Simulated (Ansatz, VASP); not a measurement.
# One calculation of Ga2GeO2, two programs

INCAR

```
SYSTEM = Ga2GeO2
ALGO = Normal
EDIFF = 1E-6
ENCUT = 520
GGA = PE
ISIF = 2
ISMEAR = 0
LASPH = .TRUE.
LCHARG = .TRUE.
LELF = .TRUE.
LREAL = .FALSE.
LVHAR = .TRUE.
LWAVE = .FALSE.
NBANDS = 34
NELM = 80
PREC = Accurate
SIGMA = 0.1
```

KPOINTS

```
k-points
0
G
  6 6 4
  0 0 0
```

File POSCAR:

```
Ga2GeO2
1.0
    3.5008706600      0.0000000000      0.0000000000
   -1.7504353300      3.0318429300      0.0000000000
    0.0000000000      0.0000000000      7.4538050000
Ga Ge O
2 1 2
Direct
    0.3333333300      0.6666666700      0.6442409300
    0.3333333300      0.6666666700      0.3557590700
    0.6666666700      0.3333333300      0.5000000000
    0.0000000000      0.0000000000      0.0000000000
    0.3333333300      0.6666666700      0.0000000000
```

Input for Ansatz:

```yaml
crystal:
  lattice:
    - [3.50087066, 0.0, 0.0]
    - [-1.75043533, 3.03184293, 0.0]
    - [0.0, 0.0, 7.453805]
  atoms:
    - { symbol: Ga, position: [0.33333333, 0.66666667, 0.64424093] }
    - { symbol: Ga, position: [0.33333333, 0.66666667, 0.35575907] }
    - { symbol: Ge, position: [0.66666667, 0.33333333, 0.5] }
    - { symbol: O, position: [0.0, 0.0, 0.0] }
    - { symbol: O, position: [0.33333333, 0.66666667, 0.0] }
basis:
  ecutwfc: 420
kpoints:
  mp_grid: { grid: [6, 6, 4] }
hamiltonian:
  xc: pbe
scf:
  occupations: { method: gaussian, width: 0.1 }
  lower_state_search: "off"
output:
  forces: true
  stress: true
  eigenvalues: true
```

Alike in both runs: task single point; functional PBE; k mesh 6 × 6 × 4; occupations gaussian, width 0.1 eV; no spin polarisation.

```csv
,VASP,Ansatz
version,VASP 6.6.1,Ansatz 0.2.0
potentials or method,"VASP PAW PBE potentials, release 64 (Ga_d, Ge_d, O), cutoff 520 eV","scalar-relativistic, plane waves, PAW"
valence electrons in the cell,52,52
```

VASP gave:

| Item | Value |
| --- | --- |
| gap on the k mesh at the Fermi level (eV) | none |
| pressure (GPa) | 22.7 |
| traceless stress, the component that is largest in VASP (GPa) | -6.33 |
| rms of the force components (eV/Å) | 3.115 |

Estimate Ansatz's values.

gap on the k mesh at the Fermi level (eV): none; pressure (GPa): 22.5; traceless stress, the component that is largest in VASP (GPa): -6.39; rms of the force components (eV/Å): 3.092.

Atom by atom the forces differ by 0.023 eV/Å (rms over components). A gap of «none» marks a metal or a gap that the smearing closes.
